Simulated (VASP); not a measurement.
# Ag2Au (Fd-3m) in VASP: further runs, part 2 of 2

VASP 6.6.1. The steps go on from the part before.

## Step 4: Relaxation of cell and atoms, PBE

File INCAR:

```
  PREC = Accurate
  ENCUT = 600
  EDIFF = 1E-6
  ISMEAR = 0
  SIGMA = 0.1
  LREAL = False
  LASPH = True
  NELM = 60
  ALGO = Fast
  ISIF = 3
  LWAVE = False
  LCHARG = False
  GGA = PE
  IBRION = 2
  NSW = 100
  EDIFFG = -0.01
```

File KPOINTS:

```
regular mesh
0
Gamma
  8 8 8
```

File POSCAR:

```
Ag2Au
1.0
    0.0000000000      3.8712077297      3.8712077297
    3.8712077297      0.0000000000      3.8712077297
    3.8712077297      3.8712077297      0.0000000000
Ag Au
4 2
Direct
    0.6250000000      0.6250000000      0.6250000000
    0.1250000000      0.6250000000      0.6250000000
    0.6250000000      0.6250000000      0.1250000000
    0.6250000000      0.1250000000      0.6250000000
    0.0000000000      0.0000000000      0.0000000000
    0.2500000000      0.2500000000      0.2500000000
```

Potentials or basis: VASP PAW PBE potentials, release 64 (Ag, Au).

Run with:

```
cat potpaw_PBE.64/Ag/POTCAR potpaw_PBE.64/Au/POTCAR > POTCAR
mpirun -np 1 vasp_std > vasp.out
```

OUTCAR:

```text
PREC = Accurate
   ENCUT = 600
   EDIFF = 1E-6
   ISMEAR = 0
   LREAL = False
   LASPH = True
   NELM = 60
   ISIF = 3
   GGA = PE
   IBRION = 2
   NSW = 100
   EDIFFG = -0.01

 ion  position               nearest neighbor table
   1  0.625  0.625  0.625-   2 2.74   3 2.74   4 2.74   3 2.74   4 2.74   2 2.74   6 3.21   5 3.21
                             6 3.21   5 3.21   6 3.21   5 3.21
   2  0.125  0.625  0.625-   1 2.74   3 2.74   4 2.74   1 2.74   3 2.74   4 2.74   5 3.21   6 3.21
                             5 3.21   5 3.21   6 3.21   6 3.21
   3  0.625  0.625  0.125-   1 2.74   1 2.74   2 2.74   4 2.74   4 2.74   2 2.74   6 3.21   5 3.21
                             6 3.21   5 3.21   6 3.21   5 3.21
   4  0.625  0.125  0.625-   1 2.74   3 2.74   1 2.74   2 2.74   3 2.74   2 2.74   5 3.21   6 3.21
                             5 3.21   6 3.21   6 3.21   5 3.21
   5  0.000  0.000  0.000-   1 3.21   3 3.21   4 3.21   1 3.21   2 3.21   3 3.21   1 3.21   2 3.21
                             4 3.21   2 3.21   3 3.21   4 3.21   6 3.35   6 3.35   6 3.35   6 3.35
   6  0.250  0.250  0.250-   2 3.21   3 3.21   4 3.21   1 3.21   2 3.21   4 3.21   1 3.21   2 3.21
                             3 3.21   1 3.21   3 3.21   4 3.21   5 3.35   5 3.35   5 3.35   5 3.35

  LATTYP: Found a face centered cubic cell.
 ALAT       =     7.7424154594

  Lattice vectors:

 A1 = (   0.0000000000,   3.8712077297,   3.8712077297)
 A2 = (   3.8712077297,   0.0000000000,   3.8712077297)
 A3 = (   3.8712077297,   3.8712077297,   0.0000000000)

Analysis of symmetry for initial positions (statically):
=====================================================================
 Subroutine PRICEL returns:
 Original cell was already a primitive cell.

 Routine SETGRP: Setting up the symmetry group for a
 face centered cubic supercell.

 Subroutine GETGRP returns: Found 48 space group operations
 (whereof 24 operations were pure point group operations)
 out of a pool of 48 trial point group operations.

The static configuration has the point symmetry T_d .
 The point group associated with its full space group is O_h .

Analysis of symmetry for dynamics (positions and initial velocities):
=====================================================================
 Subroutine PRICEL returns:
 Original cell was already a primitive cell.

 Routine SETGRP: Setting up the symmetry group for a
 face centered cubic supercell.

 Subroutine GETGRP returns: Found 48 space group operations
 (whereof 24 operations were pure point group operations)
 out of a pool of 48 trial point group operations.

The dynamic configuration has the point symmetry T_d .
 The point group associated with its full space group is O_h .

 Subroutine INISYM returns: Found 48 space group operations
 (whereof 24 operations are pure point group operations),
 and found     1 'primitive' translations

----------------------------------------------------------------------------------------

                                     Primitive cell

  volume of cell :     116.0298

  direct lattice vectors                    reciprocal lattice vectors
     0.000000000  3.871207730  3.871207730    -0.129158659  0.129158659  0.129158659
     3.871207730  0.000000000  3.871207730     0.129158659 -0.129158659  0.129158659
[... 55 lines left out ...]
  0.125000  0.125000  0.000000      6.000000
[... 16 lines left out ...]
  0.500000  0.250000  0.125000     48.000000
 -0.375000  0.250000  0.125000     24.000000
 [... further k-points ...]
   k-points           NKPTS =     29   k-points in BZ     NKDIM =     29   number of bands    NBANDS=     39
   number of dos      NEDOS =    301   number of ions     NIONS =      6
   total plane-waves  NPLWV = 110592
   dimension x,y,z NGX =    48 NGY =   48 NGZ =   48
   dimension x,y,z NGXF=    96 NGYF=   96 NGZF=   96
   ions per type =               4   2
   NGX,Y,Z   is equivalent  to a cutoff of  14.58, 14.58, 14.58 a.u.
   NGXF,Y,Z  is equivalent  to a cutoff of  29.15, 29.15, 29.15 a.u.
 SYSTEM =  unknown system
   PREC   = accura    normal or accurate (medium, high low for compatibility)
   ISTART =      0    job   : 0-new  1-cont  2-samecut
   ICHARG =      2    charge: 1-file 2-atom 10-const
   ISPIN  =      1    spin polarized calculation?
   LNONCOLLINEAR =      F non collinear calculations
   LSORBIT =      F    spin-orbit coupling
   LASPH  =      T    aspherical Exc in radial PAW
   ENCUT  =  600.0 eV  44.10 Ry    6.64 a.u.  10.93 10.93 10.93*2*pi/ulx,y,z
   NELM   =     60;   NELMIN=  2; NELMDL= -5     # of ELM steps
   EDIFF  = 0.1E-05   stopping-criterion for ELM
   LREAL  =      F    real-space projection
   EDIFFG = -.1E-01   stopping-criterion for IOM
   NSW    =    100    number of steps for IOM
   IBRION =      2    ionic relax: 0-MD 1-quasi-New 2-CG
   NFREE  =      1    steps in history (QN), initial steepest desc. (CG)
   ISIF   =      3    stress and relaxation
   ISYM   =      2    0-nonsym 1-usesym 2-fastsym
   POTIM  = 0.5000    time-step for ionic-motion
   TEBEG  =    0.0;   TEEND  =   0.0 temperature during run
   PSTRESS=    0.0 pullay stress
   NELECT =      66.0000    total number of electrons
   NUPDOWN=      -1.0000    fix difference up-down
   EMIN   =  10.00;   EMAX   =-10.00  energy-range for DOS
   EFERMI =   0.00;   METHOD = LEGACY
   ISMEAR =     0;   SIGMA  =   0.10  broadening in eV -4-tet -1-fermi 0-gaus
   EFERMI_NEDOS =   21; number of points for ismear=-14 and -15
   IALGO  =     68    algorithm
   IMIX   =      4    mixing-type and parameters
     AMIX     =   0.40;   BMIX     =  1.00
     AMIX_MAG =   1.60;   BMIX_MAG =  1.00
  volume/ion in A,a.u.               =      19.34       130.50
  Fermi-wavevector in a.u.,A,eV,Ry     =   1.356437  2.563294 25.033654  1.839922
  Thomas-Fermi vector in A             =   2.483440
   LORBIT       =      0    0 simple, 1 ext, 2 COOP (PROOUT), +10 PAW based schemes
   GGA     = PE    functional components
   LHFCALC =     F    Hartree Fock is set to
   AEXX    =    0.0000 exact exchange contribution
   IVDW    =     0    specifies the selected vdW correction
   LEPSILON=     F    determine dielectric tensor
   LRPA    =     F    only Hartree local field effects (RPA)
 conjugate gradient relaxation of ions
 non-spin polarized calculation
 RMM-DIIS sequential band-by-band and
 Gauss-broadening in eV      SIGMA  =   0.10
  energy-cutoff  :      600.00
  volume of cell :      116.03
 maximum number of plane-waves:      3895
 NGX is ok and might be reduce to    48
   NGX = 21   NGY = 21   NGZ = 21

--------------------------------------- Ionic step        1  -------------------------------------------

 number of electron      66.0000008 magnetization

 Free energy of the ion-electron system (eV)
  ---------------------------------------------------
  ext. energy  EPLUGINS =         0.00000000
  ---------------------------------------------------
  free energy    TOTEN  =       -16.21619543 eV

  energy without entropy =      -16.20384087  energy(sigma->0) =      -16.21001815

------------------------ aborting loop because EDIFF is reached ----------------------------------------

  FORCE on cell =-STRESS in cart. coord.  units (eV):
  Direction    XX          YY          ZZ          XY          YZ          ZX
  --------------------------------------------------------------------------------------
  -------------------------------------------------------------------------------------
  Total       -1.7737225     -1.7737225     -1.7737225      0.0000000     -0.0000000     -0.0000000
  in kB      -24.4921457    -24.4921457    -24.4921457      0.0000000     -0.0000000     -0.0000000
  external PRESSURE =     -24.4921457 kB  Pullay stress =       0.0000000 kB
[... 67 lines left out ...]
--------------------------------------- Ionic step        3  -------------------------------------------

 number of electron      66.0000010 magnetization

 Free energy of the ion-electron system (eV)
  ---------------------------------------------------
  ext. energy  EPLUGINS =         0.00000000
  ---------------------------------------------------
  free energy    TOTEN  =       -16.24202961 eV

  energy without entropy =      -16.22985492  energy(sigma->0) =      -16.23594226

 E-fermi :   7.3818     XC(G=0): -11.7828

 val. band max:        7.3708001130   @ k =   0.1250   0.1250   0.0000
 cond. band min:       7.3847969263   @ k =  -0.3750   0.1250   0.0000
 fundamental gap:      0.0139968133
 Fermi energy:         7.3817526061

 k-point     1 :       0.0000    0.0000    0.0000
  band No.  band energies     occupation
      1      -0.4373      2.00000
      2       0.4761      2.00000
      3       1.2926      2.00000
      4       1.2926      2.00000
      5       1.2926      2.00000
      6       1.8955      2.00000
[... 997 lines left out ...]
     38      12.6622      0.00000
     39      13.2758      0.00000

 [... further k-points ...]
[... 5 lines left out ...]
  --------------------------------------------------------------------------------------
  -------------------------------------------------------------------------------------
  Total        0.0226395      0.0226395      0.0226395      0.0000000     -0.0000000      0.0000000
  in kB        0.3217572      0.3217572      0.3217572      0.0000000     -0.0000000      0.0000000
  external PRESSURE =       0.3217572 kB  Pullay stress =       0.0000000 kB
[... 21 lines left out ...]
  FREE ENERGIE OF THE ION-ELECTRON SYSTEM (eV)
  ---------------------------------------------------
  free  energy   TOTEN  =       -16.2420296056 eV

  energy  without entropy=      -16.2298549212  energy(sigma->0) =      -16.23594226

 reached required accuracy - stopping structural energy minimisation
```

It took 5.7 min on 1 thread of Intel Xeon Platinum 8375C at 2.90GHz (Ice Lake), shared host; peak memory 0.41 GiB.

What came out:

- Free energy: -16.2420 eV
- Relaxed volume: 18.79 Å³/atom
- Relaxed cell: a = 5.422 Å, b = 5.422 Å, c = 5.422 Å, α = 60.00°, β = 60.00°, γ = 60.00°
- Space group after relaxing (to 0.05 Å): Fd-3m (No. 227)
- Energy gained by relaxing: 4.3 meV/atom
- Ionic steps: 3
- Pressure after relaxing: 0.0 GPa
- Band gap on the k mesh: zero (band 33 reaches 9.70 eV, above the bottom of band 34 at 5.62 eV)

Step by step:
```
step  energy change (eV)  largest force (eV/Å)  pressure (GPa)  volume (Å³)
   1              0.0000                0.0000           -2.45       116.03
   2             -0.0193                0.0000            1.39       111.14
   3             -0.0258                0.0000            0.03       112.73
```

Final structure:
```cif
data_structure
_symmetry_space_group_name_H-M 'P 1'
_symmetry_Int_Tables_number 1
_cell_length_a 5.4224
_cell_length_b 5.4224
_cell_length_c 5.4224
_cell_angle_alpha 60.000
_cell_angle_beta 60.000
_cell_angle_gamma 60.000
_cell_volume 112.73
loop_
_atom_site_label
_atom_site_type_symbol
_atom_site_fract_x
_atom_site_fract_y
_atom_site_fract_z
_atom_site_occupancy
Ag1 Ag 0.62500 0.62500 0.62500 1
Ag2 Ag 0.12500 0.62500 0.62500 1
Ag3 Ag 0.62500 0.62500 0.12500 1
Ag4 Ag 0.62500 0.12500 0.62500 1
Au1 Au 0.00000 0.00000 0.00000 1
Au2 Au 0.25000 0.25000 0.25000 1
```

Caveat: spin-orbit coupling is left out, which moves the levels of the heavy elements.

## Step 5: The runs side by side

```csv
task,cell,k mesh,cutoff (eV),gap on the mesh (eV),pressure (GPa)
single point,"a = 5.475 Å, angles 60.0°, 6 atoms",4 × 4 × 4,520,none,-2.1
single point,"a = 5.424 Å, angles 60.0°, 6 atoms",8 × 8 × 8,520,none,-0.1
relaxation of cell and atoms,"relaxed from a = 5.475 Å, angles 60.0°, 6 atoms",8 × 8 × 8,600,none,0.0
```

Alike in all rows: level PBE; potentials or basis VASP PAW PBE potentials, release 64 (Ag, Au); no spin polarisation; smearing gaussian 0.1 eV.

Caveats: spin-orbit coupling is left out, which moves the levels of the heavy elements.

Absolute energies hang on the potentials; compare differences alone.
